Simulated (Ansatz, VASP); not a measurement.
**ScAs4: VASP beside Ansatz**

```
Sc As
1.0
    -4.26365    4.26365    1.62013
     4.26365   -4.26365    1.62013
     4.26365    4.26365   -1.62013
Sc As
1 4
Direct
  0.50000 0.50000 0.00000
  0.50000 0.81722 0.31722
  0.50000 0.18278 0.68278
  0.81722 0.50000 0.31722
  0.18278 0.50000 0.68278
```

Alike in both runs: functional PBE; k mesh 12 × 12 × 12; occupations gaussian, width 0.1 eV; no spin polarisation.

Ansatz relaxed the structure, and its values are those at the end. VASP's run is a single point on that final structure, the one shown.

```csv
,VASP,Ansatz
version,VASP 6.6.1,Ansatz 0.2.0
potentials or method,"VASP PAW PBE potentials, release 64 (Sc_sv, As), cutoff 500 eV","scalar-relativistic, plane waves, PAW"
valence electrons in the cell,31,71
```

```csv
,VASP,Ansatz,Ansatz less VASP
gap on the k mesh at the Fermi level (eV),none,none,-
pressure (GPa),0.1,0.0,-0.12
```

A gap of «none» marks a metal or a gap that the smearing closes. With one functional, cell and mesh, what is left measures potentials, basis and numerics. VASP's potentials hold 31 valence electrons a cell and Ansatz's 71, so a difference there can come from the potentials and not from the codes.
